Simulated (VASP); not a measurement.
Os: single point with revPBE+D3(BJ)

Crystal: Os.

```xyz
2
Lattice="2.6971 0.0000 0.0000 -1.3486 2.3358 0.0000 0.0000 0.0000 4.2613" Properties=species:S:1:pos:R:3 pbc="T T T"
Os    1.3486    0.7786    3.1960
Os    0.0000    1.5572    1.0653
```

```yaml
Program: VASP 6.6.1
Task: single point
Functional: revPBE
Dispersion: D3(BJ)
Potentials_or_basis: VASP PAW PBE potentials, release 64 (Os)
Cutoff: 520 eV
k_mesh: 11 × 11 × 6
Occupations: fermi-dirac, width 0.05 eV
Spin: no spin polarisation
```

The pressure is 16.6 GPa and the band gap on the k mesh is zero (band 8 reaches 12.41 eV, above the bottom of band 9 at 8.26 eV). The dispersion energy per atom is -1.255 eV.

Stress tensor (GPa, compression positive):
```
15.98  0.00  0.00
 0.00 15.98  0.00
 0.00  0.00 17.69
```

Levels at points of the mesh, in eV from the Fermi level:
| k point | band 4 | band 5 | band 6 | band 7 | band 8 | band 9 | band 10 | band 11 | band 12 | band 13 |
| --- | --- | --- | --- | --- | --- | --- | --- | --- | --- | --- |
| (0.00, 0.00, 0.00) | -3.20 | -2.93 | -2.30 | -2.30 | -1.61 | -1.61 | 0.07 | 1.84 | 1.84 | 9.64 |
| (0.00, 0.00, 0.50) | -3.73 | -3.41 | -3.41 | -3.41 | -3.41 | 1.01 | 1.01 | 1.01 | 1.01 | 13.76 |

It took 16 s on 1 thread of Intel(R) Xeon(R) Platinum 8375C CPU @ 2.90GHz (Ice Lake), with other jobs on the host, peak memory 0.16 GiB.

Caveat: the PAW data sets were made with another functional, which shifts forces and pressure a little; spin-orbit coupling is left out, which moves the levels of the heavy elements; pairwise dispersion overbinds metals, which lowers pressure and volume.
